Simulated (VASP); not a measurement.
# Pt in VASP: a series of runs

Pt is run at these levels: PBEsol; tasks: single point.

Program: VASP 6.6.1. These are calculated values, not measurements. Logs are shortened: lines on timing, memory, paths and dates and some standing lists are left out, and cuts for length are marked.

## Step 1: The cell of the first run

The structure is cubic, space group Im-3m (No. 229). The conventional cell has a = 3.010 Å, b = 3.010 Å, c = 3.010 Å, α = 90.00°, β = 90.00°, γ = 90.00°. Pt (site symmetry m-3m) has 14 Pt at 2.61 to 3.01 Å within 3.4 Å.

## Step 2: Single point, PBEsol (strain -0.050 along x and y, -0.050 along z)

The input, INCAR:

```
ALGO     = Normal         # electronic algorithm
EDIFF    = 1E-6           # SCF threshold, eV
ENCUT    = 520            # plane-wave cutoff, eV
GGA      = PS             # functional
ISIF     = 2              # what is computed and relaxed
ISMEAR   = 0              # smearing method
LASPH    = T              # aspherical terms in the spheres
LCHARG   = F              # write CHGCAR
LREAL    = F              # projectors in reciprocal space
LWAVE    = F              # write WAVECAR
NBANDS   = 11             # bands
NELM     = 80             # most SCF steps
PREC     = Accurate       # precision mode
SIGMA    = 0.15           # smearing width, eV
```

The input, KPOINTS:

```
k-points
0
Gamma
  22 22 22
```

The input, POSCAR:

```
Pt
1.0
   -1.5050090000      1.5050090000      1.5050090000
    1.5050090000     -1.5050090000      1.5050090000
    1.5050090000      1.5050090000     -1.5050090000
Pt
1
Direct
    0.0000000000      0.0000000000      0.0000000000
```

Potentials or basis: VASP PAW PBE potentials, release 64 (Pt).

The run is started by

```
$ cat potpaw_PBE.64/Pt/POTCAR > POTCAR
$ mpirun -np 1 vasp_std > vasp.out
```

OUTCAR:

```text
EDIFF = 1E-6
   ENCUT = 520
   GGA = PS
   ISIF = 2
   ISMEAR = 0
   LASPH = T
   LREAL = F
   NELM = 80
   PREC = Accurate

 ion  position               nearest neighbor table
   1  0.000  0.000  0.000-

  LATTYP: Found a body centered cubic cell.
 ALAT       =     3.0100180000

  Lattice vectors:

 A1 = (  -1.5050090000,   1.5050090000,   1.5050090000)
 A2 = (   1.5050090000,  -1.5050090000,   1.5050090000)
 A3 = (   1.5050090000,   1.5050090000,  -1.5050090000)

Analysis of symmetry for initial positions (statically):
=====================================================================
 Subroutine PRICEL returns:
 Original cell was already a primitive cell.

 Routine SETGRP: Setting up the symmetry group for a
 body centered cubic supercell.

 Subroutine GETGRP returns: Found 48 space group operations
 (whereof 48 operations were pure point group operations)
 out of a pool of 48 trial point group operations.

The static configuration has the point symmetry O_h .

Analysis of symmetry for dynamics (positions and initial velocities):
=====================================================================
 Subroutine PRICEL returns:
 Original cell was already a primitive cell.

 Routine SETGRP: Setting up the symmetry group for a
 body centered cubic supercell.

 Subroutine GETGRP returns: Found 48 space group operations
 (whereof 48 operations were pure point group operations)
 out of a pool of 48 trial point group operations.

The dynamic configuration has the point symmetry O_h .

 Subroutine INISYM returns: Found 48 space group operations
 (whereof 48 operations are pure point group operations),
 and found     1 'primitive' translations

----------------------------------------------------------------------------------------

                                     Primitive cell

  volume of cell :      13.6357

  direct lattice vectors                    reciprocal lattice vectors
    -1.505009000  1.505009000  1.505009000     0.000000000  0.332223927  0.332223927
     1.505009000 -1.505009000  1.505009000     0.332223927  0.000000000  0.332223927
     1.505009000  1.505009000 -1.505009000     0.332223927  0.332223927  0.000000000

  length of vectors
     2.606752054  2.606752054  2.606752054     0.469835583  0.469835583  0.469835583

  position of ions in fractional coordinates (direct lattice)
     0.000000000  0.000000000  0.000000000

  ion indices of the primitive-cell ions
   primitive index   ion index
                 1           1

----------------------------------------------------------------------------------------

 KPOINTS: k-points

Automatic generation of k-mesh.
 Grid dimensions read from file:
 generate k-points for:   22   22   22

 Generating k-lattice:

  Cartesian coordinates                     Fractional coordinates (reciprocal lattice)
     0.000000000  0.015101088  0.015101088     0.045454545  0.000000000  0.000000000
     0.015101088  0.000000000  0.015101088     0.000000000  0.045454545  0.000000000
     0.015101088  0.015101088  0.000000000     0.000000000  0.000000000  0.045454545

  Length of vectors
     0.021356163  0.021356163  0.021356163

  Shift w.r.t. Gamma in fractional coordinates (k-lattice)
     0.000000000  0.000000000  0.000000000

 Subroutine IBZKPT returns following result:
 ===========================================

 Found    328 irreducible k-points:

 Following reciprocal coordinates:
            Coordinates               Weight
  0.000000  0.000000  0.000000      1.000000
  0.045455  0.000000  0.000000     12.000000
  0.090909  0.000000  0.000000     12.000000
  0.136364  0.000000  0.000000     12.000000
  0.181818  0.000000  0.000000     12.000000
  0.227273  0.000000  0.000000     12.000000
[... 16 lines left out ...]
  0.090909  0.090909  0.000000     24.000000
  0.136364  0.090909  0.000000     48.000000
 [... further k-points ...]
   k-points           NKPTS =    328   k-points in BZ     NKDIM =    328   number of bands    NBANDS=     11
   number of dos      NEDOS =    301   number of ions     NIONS =      1
   total plane-waves  NPLWV =   8000
   dimension x,y,z NGX =    20 NGY =   20 NGZ =   20
   dimension x,y,z NGXF=    40 NGYF=   40 NGZF=   40
   ions per type =               1
   NGX,Y,Z   is equivalent  to a cutoff of  12.76, 12.76, 12.76 a.u.
   NGXF,Y,Z  is equivalent  to a cutoff of  25.51, 25.51, 25.51 a.u.
 SYSTEM =  unknown system
   PREC   = accura    normal or accurate (medium, high low for compatibility)
   ISTART =      0    job   : 0-new  1-cont  2-samecut
   ICHARG =      2    charge: 1-file 2-atom 10-const
   ISPIN  =      1    spin polarized calculation?
   LNONCOLLINEAR =      F non collinear calculations
   LSORBIT =      F    spin-orbit coupling
   LASPH  =      T    aspherical Exc in radial PAW
   ENCUT  =  520.0 eV  38.22 Ry    6.18 a.u.   4.85  4.85  4.85*2*pi/ulx,y,z
   NELM   =     80;   NELMIN=  2; NELMDL= -5     # of ELM steps
   EDIFF  = 0.1E-05   stopping-criterion for ELM
   LREAL  =      F    real-space projection
   EDIFFG = 0.1E-04   stopping-criterion for IOM
   NSW    =      0    number of steps for IOM
   IBRION =     -1    ionic relax: 0-MD 1-quasi-New 2-CG
   NFREE  =      0    steps in history (QN), initial steepest desc. (CG)
   ISIF   =      2    stress and relaxation
   ISYM   =      2    0-nonsym 1-usesym 2-fastsym
   POTIM  = 0.5000    time-step for ionic-motion
   TEBEG  =    0.0;   TEEND  =   0.0 temperature during run
   PSTRESS=    0.0 pullay stress
   NELECT =      10.0000    total number of electrons
   NUPDOWN=      -1.0000    fix difference up-down
   EMIN   =  10.00;   EMAX   =-10.00  energy-range for DOS
   EFERMI =   0.00;   METHOD = LEGACY
   ISMEAR =     0;   SIGMA  =   0.15  broadening in eV -4-tet -1-fermi 0-gaus
   EFERMI_NEDOS =   21; number of points for ismear=-14 and -15
   IALGO  =     38    algorithm
   IMIX   =      4    mixing-type and parameters
     AMIX     =   0.40;   BMIX     =  1.00
     AMIX_MAG =   1.60;   BMIX_MAG =  1.00
  volume/ion in A,a.u.               =      13.64        92.02
  Fermi-wavevector in a.u.,A,eV,Ry     =   1.476326  2.789852 29.654439  2.179540
  Thomas-Fermi vector in A             =   2.590867
   LORBIT       =      0    0 simple, 1 ext, 2 COOP (PROOUT), +10 PAW based schemes
   GGA     = PS    functional components
   LHFCALC =     F    Hartree Fock is set to
   AEXX    =    0.0000 exact exchange contribution
   IVDW    =     0    specifies the selected vdW correction
   LEPSILON=     F    determine dielectric tensor
   LRPA    =     F    only Hartree local field effects (RPA)
 non-spin polarized calculation
 Gauss-broadening in eV      SIGMA  =   0.15
  energy-cutoff  :      520.00
  volume of cell :       13.64
 maximum number of plane-waves:       378
   NGX =  9   NGY =  9   NGZ =  9

 number of electron      10.0000000 magnetization

 number of electron       9.9999999 magnetization

 Free energy of the ion-electron system (eV)
  ---------------------------------------------------
  ext. energy  EPLUGINS =         0.00000000
  ---------------------------------------------------
  free energy    TOTEN  =        -6.68088585 eV

  energy without entropy =       -6.67053163  energy(sigma->0) =       -6.67570874

 E-fermi :  12.8258     XC(G=0): -14.2227

 val. band max:       12.8245408104   @ k =  -0.3636   0.4091   0.1818
 cond. band min:      12.8344865532   @ k =  -0.3636   0.4091   0.0909
 fundamental gap:      0.0099457428
 Fermi energy:        12.8258411319

 k-point     1 :       0.0000    0.0000    0.0000
  band No.  band energies     occupation
      1       1.6734      2.00000
      2       8.4900      2.00000
      3       8.4900      2.00000
      4       8.4900      2.00000
      5      11.5991      2.00000
      6      11.5991      2.00000
      7      29.8030      0.00000
      8      29.8030      0.00000
      9      29.8030      0.00000
     10      41.8017      0.00000
     11      41.8017      0.00000

 k-point     2 :       0.0455    0.0000    0.0000
  band No.  band energies     occupation
      1       1.7714      2.00000
      2       8.4465      2.00000
      3       8.4889      2.00000
      4       8.5738      2.00000
      5      11.5380      2.00000
      6      11.6016      2.00000
      7      29.8635      0.00000
      8      29.9391      0.00000
      9      29.9553      0.00000
     10      40.4128      0.00000
     11      41.1072      0.00000

 k-point     3 :       0.0909    0.0000    0.0000
  band No.  band energies     occupation
      1       2.0594      2.00000
      2       8.3217      2.00000
      3       8.4804      2.00000
      4       8.8229      2.00000
      5      11.3816      2.00000
      6      11.6103      2.00000
      7      30.0098      0.00000
      8      30.2799      0.00000
      9      30.4049      0.00000
     10      38.7387      0.00000
     11      39.6990      0.00000

 k-point     4 :       0.1364    0.0000    0.0000
  band No.  band energies     occupation
      1       2.5167      2.00000
      2       8.1311      2.00000
      3       8.4549      2.00000
      4       9.2301      2.00000
      5      11.1983      2.00000
      6      11.6287      2.00000
      7      30.1235      0.00000
      8      30.5964      0.00000
      9      31.1318      0.00000
     10      37.4331      0.00000
     11      38.2206      0.00000

 k-point     5 :       0.1818    0.0000    0.0000
  band No.  band energies     occupation
      1       3.1012      2.00000
      2       7.8960      2.00000
      3       8.4191      2.00000
      4       9.7828      2.00000
      5      11.0658      2.00000
      6      11.6605      2.00000
      7      30.0021      0.00000
      8      30.4517      0.00000
      9      32.1052      0.00000
     10      36.7506      0.00000
     11      37.2305      0.00000
[... 211 lines left out ...]
 k-point    21 :       0.4091    0.0455    0.0000
  band No.  band energies     occupation
      1       4.8163      2.00000
      2       6.7736      2.00000
      3      10.9795      2.00000
      4      11.6082      2.00000
      5      12.3036      2.00000
      6      14.1505      0.00000
      7      21.5854      0.00000
      8      26.3851      0.00000
      9      30.4099      0.00000
     10      37.9110      0.00000
     11      39.2583      0.00000

 k-point    22 :       0.4545    0.0455    0.0000
  band No.  band energies     occupation
      1       4.7852      2.00000
      2       6.7125      2.00000
      3      11.3463      2.00000
      4      11.6477      2.00000
      5      12.6446      1.91254
      6      14.5717      0.00000
      7      20.6058      0.00000
      8      26.1319      0.00000
      9      29.8364      0.00000
     10      37.6267      0.00000
     11      39.9727      0.00000

 k-point    23 :       0.0909    0.0909    0.0000
  band No.  band energies     occupation
      1       2.7835      2.00000
      2       8.1288      2.00000
      3       8.2692      2.00000
      4       9.5408      2.00000
      5      11.0627      2.00000
      6      11.6914      2.00000
      7      30.3137      0.00000
      8      30.8320      0.00000
      9      31.1357      0.00000
     10      36.3472      0.00000
     11      38.7309      0.00000

 k-point    24 :       0.1364    0.0909    0.0000
  band No.  band energies     occupation
      1       3.3572      2.00000
      2       7.9280      2.00000
      3       8.1689      2.00000
      4      10.1371      2.00000
      5      10.9203      2.00000
      6      11.7626      2.00000
      7      30.2525      0.00000
      8      30.4731      0.00000
      9      31.8024      0.00000
     10      35.7003      0.00000
     11      37.3349      0.00000

 [... further k-points ...]
[... 5 lines left out ...]
  --------------------------------------------------------------------------------------
  -------------------------------------------------------------------------------------
  Total        3.4074833      3.4074833      3.4074833     -0.0000000     -0.0000000      0.0000000
  in kB      400.3750753    400.3750753    400.3750753     -0.0000000     -0.0000000      0.0000000
  external PRESSURE =     400.3750753 kB  Pullay stress =       0.0000000 kB

 VOLUME and BASIS-vectors are now :
 -----------------------------------------------------------------------------
  energy-cutoff  :      520.00
  volume of cell :       13.64
      direct lattice vectors                 reciprocal lattice vectors
    -1.505009000  1.505009000  1.505009000     0.000000000  0.332223927  0.332223927
     1.505009000 -1.505009000  1.505009000     0.332223927  0.000000000  0.332223927
     1.505009000  1.505009000 -1.505009000     0.332223927  0.332223927  0.000000000

 POSITION                                       TOTAL-FORCE (eV/Angst)
 -----------------------------------------------------------------------------------
      0.00000      0.00000      0.00000         0.000000      0.000000     -0.000000
 -----------------------------------------------------------------------------------
    total drift:                                0.000000      0.000000      0.000000

  FREE ENERGIE OF THE ION-ELECTRON SYSTEM (eV)
  ---------------------------------------------------
  free  energy   TOTEN  =        -6.6808858533 eV

  energy  without entropy=       -6.6705316275  energy(sigma->0) =       -6.67570874
```

Wall time 14 s (1 thread of Intel Xeon 6975P-C (Granite Rapids), shared host); peak memory 0.17 GiB.

Results:

| Item | Value |
| --- | --- |
| Free energy | -6.6809 eV |
| Pressure | 40.0 GPa |
| Band gap on the k mesh | zero (band 5 reaches 14.22 eV, above the bottom of band 6 at 11.41 eV) |

Levels at points of the mesh, in eV from the Fermi level:
```
           k point  band 2  band 3  band 4  band 5  band 6  band 7  band 8  band 9
(0.00, 0.00, 0.00)   -4.34   -4.34   -4.34   -1.23   -1.23   16.98   16.98   16.98
(0.50, 0.00, 0.00)   -6.14   -1.42   -0.76   -0.23    1.46    7.69   13.20   17.13
(0.50, 0.50, 0.50)   -7.67    0.76    0.76    0.76    7.99    7.99    7.99   15.04
```

Caveat: the cell differs from its parent crystal (strain -0.050 along x and y, -0.050 along z); the PAW data sets were made with another functional, which shifts forces and pressure a little; spin-orbit coupling is left out, which moves the levels of the heavy elements.

## Step 3: Single point, PBEsol (strain +0.050 along x and y, +0.000 along z)

The input, INCAR:

```
SYSTEM = Pt
PREC     = Accurate       ! precision mode
ENCUT    = 520            ! plane-wave cutoff, eV
EDIFF    = 1E-6           ! SCF threshold, eV
ISMEAR   = 0              ! smearing method
SIGMA    = 0.15           ! smearing width, eV
LREAL    = .False.        ! projectors in reciprocal space
LASPH    = .True.         ! aspherical terms in the spheres
NELM     = 60             ! most SCF steps
ALGO     = Fast           ! electronic algorithm
ISIF     = 2              ! what is computed and relaxed
LWAVE    = .False.        ! write WAVECAR
LCHARG   = .False.        ! write CHGCAR
GGA      = PS             ! functional
NBANDS   = 11             ! bands
```

The input, KPOINTS:

```
regular mesh
0
Gamma
  22 22 22
  0 0 0
```

The input, POSCAR:

```
Pt
1.0
   -1.6634310000      1.6634310000      1.5842200000
    1.6634310000     -1.6634310000      1.5842200000
    1.6634310000      1.6634310000     -1.5842200000
Pt
1
Direct
    0.0000000000      0.0000000000      0.0000000000
```

Potentials or basis: VASP PAW PBE potentials, release 64 (Pt).

The run is started by

```
$ cat potpaw_PBE.64/Pt/POTCAR > POTCAR
$ mpirun -np 1 vasp_std > vasp.out
```

Run time: 42 s. Hardware: 1 thread of Intel Xeon 6975P-C (Granite Rapids), shared host; peak memory 0.27 GiB.

It converged, with:

* Free energy: -6.6330 eV
* Pressure: -27.1 GPa
* Band gap on the k mesh: zero (band 5 reaches 9.12 eV, above the bottom of band 6 at 7.36 eV)

Stress tensor (GPa, compression positive):
```
-25.85   0.00   0.00
  0.00 -25.85   0.00
  0.00   0.00 -29.54
```

Levels at points of the mesh, in eV from the Fermi level:
```
           k point  band 2  band 3  band 4  band 5  band 6  band 7  band 8  band 9
(0.00, 0.00, 0.00)   -3.19   -2.83   -2.83   -1.08   -0.61   16.76   16.76   17.68
(0.50, 0.00, 0.00)   -4.29   -0.94   -0.41    0.64    0.86    5.57   12.96   14.58
(0.50, 0.50, 0.00)   -3.90   -1.31   -0.68    0.35    0.79    5.19   13.58   15.70
(0.50, 0.50, 0.50)   -5.13    0.38    0.38    0.50    6.92    6.92    8.34   11.18
```

Caveat: the cell differs from its parent crystal (strain +0.050 along x and y, +0.000 along z); the PAW data sets were made with another functional, which shifts forces and pressure a little; spin-orbit coupling is left out, which moves the levels of the heavy elements.
